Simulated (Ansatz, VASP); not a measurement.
## GaP in VASP and in Ansatz

```
CELL_PARAMETERS angstrom
0.00000 2.51867 2.51867
2.51867 0.00000 2.51867
2.51867 2.51867 0.00000
ATOMIC_POSITIONS crystal
Ga 0.00000 0.00000 0.00000
P 0.50000 0.50000 0.50000
```

Change from the starting cell: volume scaled by 0.93, to set the pressure.

Alike in both runs: task single point; functional PBE; k mesh 14 × 14 × 14; occupations fermi-dirac, width 0.1 eV; no spin polarisation.

|  | VASP | Ansatz |
| --- | --- | --- |
| version | VASP 6.6.1 | Ansatz 0.2.0 |
| potentials or method | VASP PAW PBE potentials, release 64 (Ga_d, P) | PAW with Ansatz's default frozen-core files, scalar-relativistic |
| plane-wave cutoff (eV) | 500 | 420 |
| valence electrons in the cell | 18 | 18 |

|  | VASP | Ansatz | Ansatz less VASP |
| --- | --- | --- | --- |
| pressure (GPa) | 7.5 | 7.5 | -0.05 |
